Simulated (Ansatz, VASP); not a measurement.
# GaP in VASP and in Ansatz

Contents of POSCAR:

```
GaP
1.0
    0.0000000000      2.6794822162      2.6794822162
    2.6794822162      0.0000000000      2.6794822162
    2.6794822162      2.6794822162      0.0000000000
Ga P
1 1
Direct
    0.0000000000      0.0000000000      0.0000000000
    0.2500000000      0.2500000000      0.2500000000
```

Contents of INCAR.step1:

```
SYSTEM = GaP
  PREC = Accurate
  ENCUT = 520
  EDIFF = 1E-5
  ISMEAR = -1
  SIGMA = 0.05
  LREAL = .FALSE.
  LASPH = .TRUE.
  NELM = 80
  ALGO = Normal
  ISIF = 2
  LWAVE = .TRUE.
  LCHARG = .FALSE.
  GGA = PE
  NBANDS = 16
```

Contents of INCAR.step2:

```
SYSTEM = GaP
  PREC = Accurate
  ENCUT = 520
  EDIFF = 1E-6
  ISMEAR = -1
  SIGMA = 0.05
  LREAL = .FALSE.
  LASPH = .TRUE.
  NELM = 80
  ALGO = Normal
  ISIF = 2
  LWAVE = .FALSE.
  LCHARG = .FALSE.
  GGA = PE
  LHFCALC = .TRUE.
  HFSCREEN = 0.2079
  PRECFOCK = Normal
  ISTART = 1
  NBANDS = 16
```

The input KPOINTS:

```
regular mesh
0
G
  4 4 4
  0 0 0
```

Input for Ansatz:

```yaml
crystal:
  lattice:
    - [0.0, 2.679482216233, 2.679482216233]
    - [2.679482216233, 0.0, 2.679482216233]
    - [2.679482216233, 2.679482216233, 0.0]
  atoms:
    - { symbol: Ga, position: [0.0, 0.0, 0.0] }
    - { symbol: P, position: [0.25, 0.25, 0.25] }
kpoints:
  mp_grid: { grid: [4, 4, 4] }
hamiltonian:
  xc: hse06
  pseudopotentials: { kind: paw }
scf:
  occupations: { method: fermi_dirac, width: 0.05 }
  convergence: { dr2_threshold: "1e-10 eV" }
  exx: { energy_threshold: "2e-8 eV" }
output:
  forces: true
  stress: true
  eigenvalues: true
```

Alike in both runs: task single point; functional HSE06; k mesh 4 × 4 × 4; occupations fermi-dirac, width 0.05 eV; no spin polarisation.

|  | VASP | Ansatz |
| --- | --- | --- |
| version | VASP 6.6.1 | Ansatz 0.2.0 development build |
| potentials or method | VASP PAW PBE potentials, release 64 (Ga_d, P) | plane waves, PAW datasets (generated soft set 1) |
| plane-wave cutoff (eV) | 520 | 420 |
| valence electrons in the cell | 18 | 18 |

|  | VASP | Ansatz | Ansatz less VASP |
| --- | --- | --- | --- |
| gap on the k mesh at the Fermi level (eV) | 2.20 | 2.20 | -0.004 |

With one functional, cell and mesh, what is left measures potentials, basis and numerics.

The k mesh is coarse, so the values compare programs but aren't converged.
